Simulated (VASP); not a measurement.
# W (Pbcm) in VASP: further runs

W is run at these levels: PBEsol, LDA; tasks: single point.

Program: VASP 6.6.1. These are calculated values, not measurements. Logs are shortened: lines on timing, memory, paths and dates and some standing lists are left out, and cuts for length are marked.

## Step 1: The cell of the first run

Symmetry: Pbcm, No. 57, orthorhombic system. The conventional cell has a = 2.810 Å, b = 4.864 Å, c = 4.924 Å, α = 90.00°, β = 90.00°, γ = 90.00°. W (site symmetry m) has 12 W at 2.70 to 3.06 Å within 3.6 Å.

## Step 2: Single point, PBEsol

File INCAR:

```
PREC = Accurate
ENCUT = 520
EDIFF = 1E-6
ISMEAR = -1
SIGMA = 0.05
LREAL = False
LASPH = True
NELM = 60
ALGO = Fast
ISIF = 2
LWAVE = False
LCHARG = True
GGA = PS
LELF = True
LVHAR = True
NBANDS = 36
```

File KPOINTS:

```
Automatic mesh
0
Gamma
  9 6 6
```

File POSCAR:

```
W
1.0
    2.8096620000      0.0000000000      0.0000000000
    0.0000000000      4.8638700000      0.0000000000
    0.0000000000      0.0000000000      4.9236950000
W
4
Direct
    0.7931720000      0.9368430000      0.7500000000
    0.2068280000      0.4368430000      0.7500000000
    0.2068280000      0.0631570000      0.2500000000
    0.7931720000      0.5631570000      0.2500000000
```

Potentials or basis: VASP PAW PBE potentials, release 64 (W_sv).

Run with:

```bash
$ cat potpaw_PBE.64/W_sv/POTCAR > POTCAR
$ mpirun -np 1 vasp_std > vasp.out
```

OUTCAR:

```text
PREC = Accurate
   ENCUT = 520
   EDIFF = 1E-6
   ISMEAR = -1
   LREAL = False
   LASPH = True
   NELM = 60
   ISIF = 2
   GGA = PS

 ion  position               nearest neighbor table
   1  0.793  0.937  0.750-   2 2.70   2 2.70   3 2.79   3 2.79   2 2.94   2 2.94   3 3.03   3 3.03
                             4 3.06   4 3.06
   2  0.207  0.437  0.750-   1 2.70   1 2.70   4 2.79   4 2.79   1 2.94   1 2.94   4 3.03   4 3.03
                             3 3.06   3 3.06
   3  0.207  0.063  0.250-   4 2.70   4 2.70   1 2.79   1 2.79   4 2.94   4 2.94   1 3.03   1 3.03
                             2 3.06   2 3.06
   4  0.793  0.563  0.250-   3 2.70   3 2.70   2 2.79   2 2.79   3 2.94   3 2.94   2 3.03   2 3.03
                             1 3.06   1 3.06

  LATTYP: Found a simple orthorhombic cell.
 ALAT       =     2.8096620000
 B/A-ratio  =     1.7311228183
 C/A-ratio  =     1.7524154151

  Lattice vectors:

 A1 = (   2.8096620000,   0.0000000000,   0.0000000000)
 A2 = (   0.0000000000,   4.8638700000,   0.0000000000)
 A3 = (   0.0000000000,   0.0000000000,   4.9236950000)

Analysis of symmetry for initial positions (statically):
=====================================================================
 Subroutine PRICEL returns:
 Original cell was already a primitive cell.

 Routine SETGRP: Setting up the symmetry group for a
 simple orthorhombic supercell.

 Subroutine GETGRP returns: Found  8 space group operations
 (whereof  2 operations were pure point group operations)
 out of a pool of  8 trial point group operations.

The static configuration has the point symmetry S_2 .
 The point group associated with its full space group is D_2h.

Analysis of symmetry for dynamics (positions and initial velocities):
=====================================================================
 Subroutine PRICEL returns:
 Original cell was already a primitive cell.

 Routine SETGRP: Setting up the symmetry group for a
 simple orthorhombic supercell.

 Subroutine GETGRP returns: Found  8 space group operations
 (whereof  2 operations were pure point group operations)
 out of a pool of  8 trial point group operations.

The dynamic configuration has the point symmetry S_2 .
 The point group associated with its full space group is D_2h.

 Subroutine INISYM returns: Found  8 space group operations
 (whereof  2 operations are pure point group operations),
 and found     1 'primitive' translations

[... 94 lines left out ...]
   LSORBIT =      F    spin-orbit coupling
   LASPH  =      T    aspherical Exc in radial PAW
   ENCUT  =  520.0 eV  38.22 Ry    6.18 a.u.   5.22  9.04  9.15*2*pi/ulx,y,z
   NELM   =     60;   NELMIN=  2; NELMDL= -5     # of ELM steps
   EDIFF  = 0.1E-05   stopping-criterion for ELM
   LREAL  =      F    real-space projection
   EDIFFG = 0.1E-04   stopping-criterion for IOM
   NSW    =      0    number of steps for IOM
   IBRION =     -1    ionic relax: 0-MD 1-quasi-New 2-CG
   NFREE  =      0    steps in history (QN), initial steepest desc. (CG)
   ISIF   =      2    stress and relaxation
   ISYM   =      2    0-nonsym 1-usesym 2-fastsym
   POTIM  = 0.5000    time-step for ionic-motion
   TEBEG  =    0.0;   TEEND  =   0.0 temperature during run
   PSTRESS=    0.0 pullay stress
   NELECT =      56.0000    total number of electrons
   NUPDOWN=      -1.0000    fix difference up-down
   EMIN   =  10.00;   EMAX   =-10.00  energy-range for DOS
   EFERMI =   0.00;   METHOD = LEGACY
   ISMEAR =    -1;   SIGMA  =   0.05  broadening in eV -4-tet -1-fermi 0-gaus
   EFERMI_NEDOS =   21; number of points for ismear=-14 and -15
   IALGO  =     68    algorithm
   IMIX   =      4    mixing-type and parameters
     AMIX     =   0.40;   BMIX     =  1.00
     AMIX_MAG =   1.60;   BMIX_MAG =  1.00
  volume/ion in A,a.u.               =      16.82       113.52
  Fermi-wavevector in a.u.,A,eV,Ry     =   1.539909  2.910006 32.263772  2.371320
  Thomas-Fermi vector in A             =   2.646071
   LORBIT       =      0    0 simple, 1 ext, 2 COOP (PROOUT), +10 PAW based schemes
   GGA     = PS    functional components
   LHFCALC =     F    Hartree Fock is set to
   AEXX    =    0.0000 exact exchange contribution
   IVDW    =     0    specifies the selected vdW correction
   LEPSILON=     F    determine dielectric tensor
   LRPA    =     F    only Hartree local field effects (RPA)
 non-spin polarized calculation
 RMM-DIIS sequential band-by-band and
  energy-cutoff  :      520.00
  volume of cell :       67.29
 maximum number of plane-waves:      1836
 NGX is ok and might be reduce to    24
   NGX = 11   NGY = 19   NGZ = 19

 number of electron      56.0000011 magnetization

 Free energy of the ion-electron system (eV)
  ---------------------------------------------------
  ext. energy  EPLUGINS =         0.00000000
  ---------------------------------------------------
  free energy    TOTEN  =       -53.10182518 eV

  energy without entropy =      -53.07484447  energy(sigma->0) =      -53.08833482

 E-fermi :  10.1358     XC(G=0): -13.3993

 val. band max:       10.1285141487   @ k =   0.2222   0.3333   0.3333
 cond. band min:      10.1383656043   @ k =   0.4444   0.3333   0.0000
 fundamental gap:      0.0098514556
 Fermi energy:        10.1357781483

 k-point     1 :       0.0000    0.0000    0.0000
  band No.  band energies     occupation
      1     -63.6831      2.00000
      2     -63.6061      2.00000
      3     -63.5730      2.00000
      4     -63.5243      2.00000
      5     -28.4563      2.00000
      6     -28.4015      2.00000
[... 925 lines left out ...]
     35      13.2218      0.00000
     36      13.8979      0.00000

 [... further k-points ...]
[... 5 lines left out ...]
  --------------------------------------------------------------------------------------
  -------------------------------------------------------------------------------------
  Total       -4.0662467     -4.4308323     -4.3483154      0.0000000      0.0000000      0.0000000
  in kB      -96.8226871   -105.5039488   -103.5391123      0.0000000      0.0000000      0.0000000
  external PRESSURE =    -101.9552494 kB  Pullay stress =       0.0000000 kB

 VOLUME and BASIS-vectors are now :
 -----------------------------------------------------------------------------
  energy-cutoff  :      520.00
  volume of cell :       67.29
      direct lattice vectors                 reciprocal lattice vectors
     2.809662000  0.000000000  0.000000000     0.355914697  0.000000000  0.000000000
     0.000000000  4.863870000  0.000000000     0.000000000  0.205597600  0.000000000
     0.000000000  0.000000000  4.923695000     0.000000000  0.000000000  0.203099501

 POSITION                                       TOTAL-FORCE (eV/Angst)
 -----------------------------------------------------------------------------------
      2.22855      4.55668      3.69277        -0.017040      0.066857      0.000000
      0.58112      2.12475      3.69277         0.017040      0.066857     -0.000000
      0.58112      0.30719      1.23092         0.017040     -0.066857     -0.000000
      2.22855      2.73912      1.23092        -0.017040     -0.066857      0.000000
 -----------------------------------------------------------------------------------
    total drift:                                0.000000      0.000000     -0.000000

  FREE ENERGIE OF THE ION-ELECTRON SYSTEM (eV)
  ---------------------------------------------------
  free  energy   TOTEN  =       -53.1018251763 eV

  energy  without entropy=      -53.0748444707  energy(sigma->0) =      -53.08833482
```

OSZICAR:

```text
N       E                     dE             d eps       ncg     rms          rms(c)
DAV:   1     0.717169722372E+03    0.71717E+03   -0.33149E+04  5760   0.183E+03
DAV:   2    -0.175406593659E+02   -0.73471E+03   -0.72056E+03  5948   0.576E+02
DAV:   3    -0.547261078232E+02   -0.37185E+02   -0.35760E+02  6928   0.124E+02
DAV:   4    -0.557993258929E+02   -0.10732E+01   -0.10442E+01  6836   0.188E+01
DAV:   5    -0.558158264087E+02   -0.16501E-01   -0.16471E-01  6896   0.252E+00    0.386E+01
RMM:   6    -0.536346022714E+02    0.21812E+01   -0.28731E+00  5937   0.105E+01    0.155E+01
RMM:   7    -0.530966774370E+02    0.53792E+00   -0.23736E+00  6432   0.868E+00    0.149E+00
RMM:   8    -0.530966575336E+02    0.19903E-04   -0.22969E-01  7615   0.216E+00    0.590E-01
RMM:   9    -0.531013413324E+02   -0.46838E-02   -0.57543E-02  7640   0.115E+00    0.362E-01
RMM:  10    -0.531015716225E+02   -0.23029E-03   -0.91207E-03  7409   0.550E-01    0.120E-01
RMM:  11    -0.531018105317E+02   -0.23891E-03   -0.25463E-03  8401   0.268E-01    0.546E-02
RMM:  12    -0.531018254687E+02   -0.14937E-04   -0.28810E-04  7995   0.111E-01    0.517E-02
RMM:  13    -0.531018231551E+02    0.23136E-05   -0.78658E-05  7198   0.635E-02    0.398E-03
RMM:  14    -0.531018249702E+02   -0.18152E-05   -0.15631E-05  7465   0.271E-02    0.964E-03
RMM:  15    -0.531018251763E+02   -0.20606E-06   -0.24244E-06  4895   0.108E-02
   1 F= -.53101825E+02 E0= -.53088335E+02  d E =-.269807E-01
```

stdout:

```text
POSCAR found type information on POSCAR W
 POSCAR found :  1 types and       4 ions
 scaLAPACK will be used
 -----------------------------------------------------------------------------
|                                                                             |
|                                                                             |
|     You enforced a specific xc type in the INCAR file but a different       |
|     I HOPE YOU KNOW WHAT YOU ARE DOING!                                     |
|                                                                             |
 -----------------------------------------------------------------------------

 LDA part: xc-table for (Slater+PW92), standard interpolation
 POSCAR, INCAR and KPOINTS ok, starting setup
 FFT: planning ... GRIDC
 FFT: planning ... GRID_SOFT
 FFT: planning ... GRID
 WAVECAR not read
 entering main loop
WARNING in EDDRMM: call to ZHEGV failed, returncode =   8  4     34
```

It took 3.3 min on 1 thread of AMD EPYC 7R43 (Zen 3), shared host; peak memory 0.23 GiB.

What came out:

- Free energy: -53.1018 eV
- Pressure: -10.2 GPa
- Largest force: 0.069 eV/Å
- Band gap on the k mesh: zero (band 28 reaches 11.04 eV, above the bottom of band 29 at 9.81 eV)

Forces in eV/Å, atoms in the order of the input:
```
W   -0.017  0.067  0.000
W    0.017  0.067  0.000
W    0.017 -0.067  0.000
W   -0.017 -0.067  0.000
```

Stress tensor (GPa, compression positive):
```
 -9.68   0.00   0.00
  0.00 -10.55   0.00
  0.00   0.00 -10.35
```

Caveat: the PAW data sets were made with another functional, which shifts forces and pressure a little; spin-orbit coupling is left out, which moves the levels of the heavy elements.

## Step 3: Single point, LDA (volume scaled by 0.94)

File INCAR:

```
ALGO = Fast ; EDIFF = 1E-6
ENCUT = 520 ; GGA = CA
ISIF = 2 ; ISMEAR = -1
LASPH = True ; LCHARG = True
LELF = True ; LREAL = False
LVHAR = True ; LWAVE = False
NBANDS = 36 ; NELM = 100
PREC = Accurate ; SIGMA = 0.05
```

File KPOINTS:

```
k-points
0
Gamma
  9 6 6
```

File POSCAR:

```
W
1.0
    2.7523058654      0.0000000000      0.0000000000
    0.0000000000      4.7645794866      0.0000000000
    0.0000000000      0.0000000000      4.8231832256
W
4
Direct
    0.7931720000      0.9368430000      0.7500000000
    0.2068280000      0.4368430000      0.7500000000
    0.2068280000      0.0631570000      0.2500000000
    0.7931720000      0.5631570000      0.2500000000
```

Potentials or basis: VASP PAW LDA potentials, release 64 (W_sv).

Run with:

```bash
$ cat potpaw_LDA.64/W_sv/POTCAR > POTCAR
$ mpirun -np 1 vasp_std > vasp.out
```

OUTCAR:

```text
EDIFF = 1E-6
   ENCUT = 520
   GGA = CA
   ISIF = 2
   ISMEAR = -1
   LASPH = True
   LREAL = False
   NELM = 100
   PREC = Accurate

 ion  position               nearest neighbor table
   1  0.793  0.937  0.750-   2 2.64   2 2.64   3 2.73   3 2.73   2 2.88   2 2.88   3 2.96   3 2.96
                             4 3.00   4 3.00
   2  0.207  0.437  0.750-   1 2.64   1 2.64   4 2.73   4 2.73   1 2.88   1 2.88   4 2.96   4 2.96
                             3 3.00   3 3.00
   3  0.207  0.063  0.250-   4 2.64   4 2.64   1 2.73   1 2.73   4 2.88   4 2.88   1 2.96   1 2.96
                             2 3.00   2 3.00
   4  0.793  0.563  0.250-   3 2.64   3 2.64   2 2.73   2 2.73   3 2.88   3 2.88   2 2.96   2 2.96
                             1 3.00   1 3.00

  LATTYP: Found a simple orthorhombic cell.
 ALAT       =     2.7523058654
 B/A-ratio  =     1.7311228183
 C/A-ratio  =     1.7524154151

  Lattice vectors:

 A1 = (   2.7523058654,   0.0000000000,   0.0000000000)
 A2 = (   0.0000000000,   4.7645794866,   0.0000000000)
 A3 = (   0.0000000000,   0.0000000000,   4.8231832256)

Analysis of symmetry for initial positions (statically):
[... 173 lines left out ...]
  ext. energy  EPLUGINS =         0.00000000
  ---------------------------------------------------
  free energy    TOTEN  =       -54.38339961 eV

  energy without entropy =      -54.35407144  energy(sigma->0) =      -54.36873553

 E-fermi :  11.0228     XC(G=0): -13.8138

 val. band max:       11.0131845819   @ k =   0.1111   0.1667   0.3333
 cond. band min:      11.0230429523   @ k =   0.2222   0.3333   0.3333
 fundamental gap:      0.0098583703
 Fermi energy:        11.0228108573

 k-point     1 :       0.0000    0.0000    0.0000
  band No.  band energies     occupation
      1     -62.2877      2.00000
      2     -62.1827      2.00000
      3     -62.1392      2.00000
      4     -62.0738      2.00000
      5     -27.4992      2.00000
      6     -27.4204      2.00000
[... 925 lines left out ...]
     35      14.3479      0.00000
     36      15.0559      0.00000

 [... further k-points ...]
[... 5 lines left out ...]
  --------------------------------------------------------------------------------------
  -------------------------------------------------------------------------------------
  Total        1.8739324      1.4086783      0.5720131      0.0000000      0.0000000      0.0000000
  in kB       47.4689341     35.6834951     14.4897700      0.0000000      0.0000000      0.0000000
  external PRESSURE =      32.5473997 kB  Pullay stress =       0.0000000 kB

 VOLUME and BASIS-vectors are now :
 -----------------------------------------------------------------------------
  energy-cutoff  :      520.00
  volume of cell :       63.25
      direct lattice vectors                 reciprocal lattice vectors
     2.752305865  0.000000000  0.000000000     0.363331711  0.000000000  0.000000000
     0.000000000  4.764579487  0.000000000     0.000000000  0.209882111  0.000000000
     0.000000000  0.000000000  4.823183226     0.000000000  0.000000000  0.207331953

 POSITION                                       TOTAL-FORCE (eV/Angst)
 -----------------------------------------------------------------------------------
      2.18305      4.46366      3.61739        -0.196831      0.052185      0.000000
      0.56925      2.08137      3.61739         0.196831      0.052185     -0.000000
      0.56925      0.30092      1.20580         0.196831     -0.052185     -0.000000
      2.18305      2.68321      1.20580        -0.196831     -0.052185      0.000000
 -----------------------------------------------------------------------------------
    total drift:                               -0.000000      0.000000     -0.000000

  FREE ENERGIE OF THE ION-ELECTRON SYSTEM (eV)
  ---------------------------------------------------
  free  energy   TOTEN  =       -54.3833996096 eV

  energy  without entropy=      -54.3540714446  energy(sigma->0) =      -54.36873553
```

Run time: 2.1 min. Hardware: 1 thread of Intel Xeon Platinum 8259CL at 2.50GHz (Skylake/Cascade Lake), shared host; peak memory 0.23 GiB.

What came out:

* Free energy: -54.3834 eV
* Pressure: 3.3 GPa
* Largest force: 0.204 eV/Å
* Band gap on the k mesh: zero (band 28 reaches 12.10 eV, above the bottom of band 29 at 10.68 eV)

Forces on the atoms (eV/Å):
```
W   -0.197  0.052  0.000
W    0.197  0.052  0.000
W    0.197 -0.052  0.000
W   -0.197 -0.052  0.000
```

Caveat: spin-orbit coupling is left out, which moves the levels of the heavy elements.
